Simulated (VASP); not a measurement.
Wanted: the native input for a VASP 6.6.1 run.

| Quantity | Value |
| --- | --- |
| Task | single point |
| Functional | r2SCAN |
| Potentials or basis | VASP PAW PBE potentials, release 64 (Ge_d) |
| Cutoff | 550 eV |
| k mesh | 10 × 10 × 10 |
| Occupations | gaussian, width 0.1 eV |
| Spin | no spin polarisation |
| Dipole correction | no |
| Further INCAR settings | ALGO = Normal; EDIFF = 1e-06; NBANDS = 13 |

Crystal: Ge.

```xyz
1
Lattice="-1.6646 1.6646 1.6646 1.6646 -1.6646 1.6646 1.6646 1.6646 -1.6646" Properties=species:S:1:pos:R:3 pbc="T T T"
Ge    0.0000    0.0000    0.0000
```

One way to write it, as run:

POSCAR

```
Ge
1.0
   -1.6645575158      1.6645575158      1.6645575158
    1.6645575158     -1.6645575158      1.6645575158
    1.6645575158      1.6645575158     -1.6645575158
Ge
1
Direct
    0.0000000000      0.0000000000      0.0000000000
```

INCAR.step1

```
SYSTEM = Ge
ALGO     = Normal         ! electronic algorithm
EDIFF    = 1E-5           ! SCF threshold, eV
ENCUT    = 550            ! plane-wave cutoff, eV
GGA      = PE             ! functional
GGA_COMPAT= .False.      
ISMEAR   = 0              ! smearing method
LASPH    = .True.         ! aspherical terms in the spheres
LCHARG   = .False.        ! write CHGCAR
LREAL    = .False.        ! projectors in reciprocal space
LWAVE    = .True.         ! write WAVECAR
NBANDS   = 13             ! bands
NELM     = 120            ! most SCF steps
PREC     = Accurate       ! precision mode
SIGMA    = 0.1            ! smearing width, eV
```

INCAR.step2

```
SYSTEM = Ge
ALGO     = Normal         ! electronic algorithm
EDIFF    = 1E-6           ! SCF threshold, eV
ENCUT    = 550            ! plane-wave cutoff, eV
GGA_COMPAT= .False.      
ISIF     = 2              ! what is computed and relaxed
ISMEAR   = 0              ! smearing method
ISTART   = 1            
LASPH    = .True.         ! aspherical terms in the spheres
LCHARG   = .True.         ! write CHGCAR
LELF     = .True.         ! ELF
LMIXTAU  = .True.       
LREAL    = .False.        ! projectors in reciprocal space
LVHAR    = .True.       
LWAVE    = .False.        ! write WAVECAR
METAGGA  = R2SCAN         ! meta-GGA
NBANDS   = 13             ! bands
NELM     = 120            ! most SCF steps
PREC     = Accurate       ! precision mode
SIGMA    = 0.1            ! smearing width, eV
```

KPOINTS

```
k-points
0
Gamma
  10 10 10
  0 0 0
```

Potentials or basis: VASP PAW PBE potentials, release 64 (Ge_d).

Launch:

```bash
$ cat potpaw_PBE.64/Ge_d/POTCAR > POTCAR
$ cp INCAR.step1 INCAR
$ mpirun -np 1 vasp_std > vasp.out
$ cp INCAR.step2 INCAR
$ mpirun -np 1 vasp_std > vasp.out
```

It gave:

```
Pressure               : 0.0 GPa
Band gap on the k mesh : zero (band 7 reaches 16.82 eV, above the bottom of band 8 at 3.85 eV)
```

Caveat: the PAW data sets were made with another functional, which shifts forces and pressure a little.

It took 28 s on 1 thread of Intel(R) Xeon(R) Platinum 8488C (Sapphire Rapids), with other jobs on the host, peak memory 0.14 GiB.
